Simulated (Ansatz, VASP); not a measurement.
## One calculation of FeGe, two programs

```
CELL_PARAMETERS angstrom
4.69350 0.00000 0.00000
0.00000 4.69350 0.00000
0.00000 0.00000 4.69350
ATOMIC_POSITIONS crystal
Fe 0.13341 0.13341 0.13341
Fe 0.36659 0.86659 0.63341
Fe 0.63341 0.36659 0.86659
Fe 0.86659 0.63341 0.36659
Ge 0.84128 0.84128 0.84128
Ge 0.65872 0.15872 0.34128
Ge 0.34128 0.65872 0.15872
Ge 0.15872 0.34128 0.65872
```

Alike in both runs: functional PBE; k mesh 8 × 8 × 8; occupations gaussian, width 0.05 eV; collinear spin.

Ansatz relaxed the structure, and its values are those at the end. VASP's run is a single point on that final structure, the one shown.

|  | VASP | Ansatz |
| --- | --- | --- |
| version | VASP 6.6.1 | Ansatz 0.2.0 |
| potentials or method | VASP PAW PBE potentials, release 64 (Fe, Ge_d), cutoff 520 eV | scalar-relativistic, plane waves, PAW |
| valence electrons in the cell | 88 | 120 |

Ansatz gave:

| Item | Value |
| --- | --- |
| gap on the k mesh at the Fermi level (eV) | none |
| pressure (GPa) | -2.9 |
| rms of the force components (eV/Å) | 0.000 |
| net moment per atom (μB) | 0.53 |
| size of the moment on the site where the two differ most (μB) | 0.05 |

Q: Estimate VASP's values.

A: gap on the k mesh at the Fermi level (eV): none; pressure (GPa): -2.7; rms of the force components (eV/Å): 0.008; net moment per atom (μB): 0.53; size of the moment on the site where the two differ most (μB): 0.08.

Site moments also hang on the region over which each program counts them. A gap of «none» marks a metal or a gap that the smearing closes. The functional is the same, so the differences come from potentials, cutoffs and numerics. VASP's potentials hold 88 valence electrons a cell and Ansatz's 120, so a difference there can come from the potentials and not from the codes. Ansatz's warnings: stress scf threshold loose.
